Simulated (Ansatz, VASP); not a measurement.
# One calculation of Nb, two programs

```
CELL_PARAMETERS angstrom
-1.65113 1.65113 1.65113
1.65113 -1.65113 1.65113
1.65113 1.65113 -1.65113
ATOMIC_POSITIONS crystal
Nb 0.00000 0.00000 0.00000
```

Alike in both runs: task single point; functional r2SCAN; k mesh 13 × 13 × 13; no spin polarisation.

```csv
,VASP,Ansatz
version,VASP 6.6.1,Ansatz 0.2.0
potentials or method,"VASP PAW PBE potentials, release 64 (Nb_sv), cutoff 520 eV","plane waves (500 eV) with PAW, scalar-relativistic"
occupations,"methfessel-paxton of order 1, width 0.6 eV","cold, width 0.6 eV"
valence electrons in the cell,13,13
```

|  | VASP | Ansatz | Ansatz less VASP |
| --- | --- | --- | --- |
| pressure (GPa) | -0.2 | -0.2 | -0.08 |

VASP's potentials were made for PBE, not for r2SCAN.
